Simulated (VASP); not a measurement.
Runs of VASP 6.6.1 on CdTe. The structure is that of space group I-4m2 (No. 119), or close to it. The cells are those of the table. 

```tsv
cell	gap on the mesh (eV)	pressure (GPa)
a = 4.647, b = 4.647, c = 4.759 Å, angles 59.2, 59.2, 61.6°, 2 atoms	0.96	-1.0
a = 4.538, b = 4.538, c = 4.759 Å, angles 58.4, 58.4, 63.2°, 2 atoms	1.02	(a)
a = 4.538, b = 4.538, c = 4.306 Å, angles 61.7, 61.7, 56.6°, 2 atoms	(b)	6.5
a = 4.592, b = 4.592, c = 4.419 Å, angles 61.2, 61.2, 57.5°, 2 atoms	1.27	3.4
a = 4.421, b = 4.421, c = 4.533 Å, angles 59.2, 59.2, 61.7°, 2 atoms	1.44	6.5
```

Alike in all rows: task single point; level r2SCAN; potentials or basis VASP PAW PBE potentials, release 64 (Cd, Te); no spin polarisation; k mesh 8 × 8 × 8; cutoff (eV) 520; smearing gaussian 0.05 eV.

Task: Fill in the values left out.

Result: (a) 0.9; (b) 1.38.

Caveats: the PAW data sets were made with another functional, which shifts forces and pressure a little; spin-orbit coupling is left out, which moves the levels of the heavy elements.

A k mesh can miss the band edges, and the runs leave out spin-orbit coupling on Cd, Te.
